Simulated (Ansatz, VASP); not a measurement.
# Two plane-wave programs on Mg7Te

```
CELL_PARAMETERS angstrom
3.54694 0.00000 0.00000
-1.77347 3.07174 0.00000
0.00000 0.00000 18.44745
ATOMIC_POSITIONS crystal
Mg 0.33333 0.66667 0.62881
Mg 0.00000 0.00000 0.50000
Mg 0.33333 0.66667 0.37119
Mg 0.00000 0.00000 0.75579
Mg 0.00000 0.00000 0.24421
Mg 0.33333 0.66667 0.88224
Mg 0.33333 0.66667 0.11776
Te 0.00000 0.00000 0.00000
```

Alike in both runs: functional PBE; k mesh 6 × 6 × 1; occupations gaussian, width 0.2 eV; no spin polarisation.

Ansatz relaxed the structure, and its values are those at the end. VASP's run is a single point on that final structure, the one shown.

|  | VASP | Ansatz |
| --- | --- | --- |
| version | VASP 6.6.1 | Ansatz 0.2.0 |
| potentials or method | VASP PAW PBE potentials, release 64 (Mg, Te), cutoff 600 eV | scalar-relativistic, plane waves, PAW |
| valence electrons in the cell | 20 | 86 |

```csv
,VASP,Ansatz,Ansatz less VASP
gap on the k mesh at the Fermi level (eV),none,none,-
pressure (GPa),0.0,0.1,+0.09
rms of the force components (eV/Å),0.016,0.017,+0.0015
```

A gap of «none» marks a metal or a gap that the smearing closes. VASP's potentials hold 20 valence electrons a cell and Ansatz's 86, so a difference there can come from the potentials and not from the codes.

Spin-orbit coupling is off throughout.
